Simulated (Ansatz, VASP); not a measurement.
**One calculation of Y2HgSe4, two programs**

Contents of POSCAR:

```
Y2HgSe4
1.0
    6.9172978903      0.0000000000      0.0000000000
    0.0000000000      6.9172978903      0.0000000000
    0.0000000000      0.0000000000      3.6525726174
Y Hg Se
2 1 4
Direct
    0.5000000000      0.0000000000      0.5000000000
    0.0000000000      0.5000000000      0.5000000000
    0.0000000000      0.0000000000      0.0000000000
    0.2678792875      0.7321207125      0.0000000000
    0.2678792875      0.2678792875      0.0000000000
    0.7321207125      0.7321207125      0.0000000000
    0.7321207125      0.2678792875      0.0000000000
```

Contents of INCAR.step1:

```
  ALGO = Normal
  EDIFF = 1E-4
  ENCUT = 520
  GGA = PE
  ISMEAR = -1
  LASPH = True
  LCHARG = False
  LREAL = False
  LWAVE = True
  NBANDS = 38
  NELM = 80
  PREC = Accurate
  SIGMA = 0.03
```

Contents of INCAR.step2:

```
  ALGO = Normal
  BPARAM = 11.95
  CPARAM = 0.0093
  EDIFF = 1E-6
  ENCUT = 520
  ISIF = 2
  ISMEAR = -1
  ISTART = 1
  IVDW_NL = 2
  LASPH = True
  LCHARG = True
  LELF = True
  LMIXTAU = True
  LREAL = False
  LUSE_VDW = True
  LVHAR = True
  LWAVE = False
  METAGGA = R2SCAN
  NBANDS = 38
  NELM = 80
  PREC = Accurate
  SIGMA = 0.03
```

File KPOINTS:

```
k-points
0
Gamma
  4 4 8
```

Input for Ansatz:

```yaml
crystal:
  lattice:
    - [6.9172978903, 0.0, 0.0]
    - [0.0, 6.9172978903, 0.0]
    - [0.0, 0.0, 3.6525726174]
  atoms:
    - { symbol: "Y", position: [0.5, 0.0, 0.5] }
    - { symbol: "Y", position: [0.0, 0.5, 0.5] }
    - { symbol: Hg, position: [0.0, 0.0, 0.0] }
    - { symbol: Se, position: [0.2678792875, 0.7321207125, 0.0] }
    - { symbol: Se, position: [0.2678792875, 0.2678792875, 0.0] }
    - { symbol: Se, position: [0.7321207125, 0.7321207125, 0.0] }
    - { symbol: Se, position: [0.7321207125, 0.2678792875, 0.0] }
kpoints:
  mp_grid: { grid: [4, 4, 8] }
  band_path:
    path:
      - [0.0, 0.0, 0.0]
      - [0.0, 0.5, 0.0]
      - [0.5, 0.5, 0.0]
      - [0.0, 0.0, 0.5]
      - [0.0, 0.5, 0.5]
      - [0.5, 0.5, 0.5]
    npoints: 1
hamiltonian:
  xc: r2scan
  dispersion: rvv10
scf:
  occupations: { method: fermi_dirac, width: 0.03 }
  n_extra_bands: 5
output:
  forces: true
  stress: true
  eigenvalues: true
  write_density: true
  write_potential: true
  elf: true
  volumetric_format: npy
```

Alike in both runs: task single point; functional r2SCAN; dispersion rVV10; k mesh 4 × 4 × 8; occupations fermi-dirac, width 0.03 eV; no spin polarisation.

|  | VASP | Ansatz |
| --- | --- | --- |
| version | VASP 6.6.1 | Ansatz 0.2.0 |
| potentials or method | VASP PAW PBE potentials, release 64 (Y_sv, Hg, Se) | plane waves, PAW |
| plane-wave cutoff (eV) | 520 | 500 |
| valence electrons in the cell | 58 | 106 |

Ansatz gave:

| Property | Result |
| --- | --- |
| pressure (GPa) | 0.1 |
| traceless stress, the component that is largest in VASP (GPa) | -0.06 |
| rms of the force components (eV/Å) | 0.002 |

Task: Which values does VASP return?

Result: Pressure (GPa): 0.4; traceless stress, the component that is largest in VASP (GPa): -0.27; rms of the force components (eV/Å): 0.031.

VASP's potentials were made for PBE, not for r2SCAN. Atom by atom the forces differ by 0.029 eV/Å (rms over components). VASP's potentials hold 58 valence electrons a cell and Ansatz's 106, so a difference there can come from the potentials and not from the codes.

Spin-orbit coupling is off throughout.
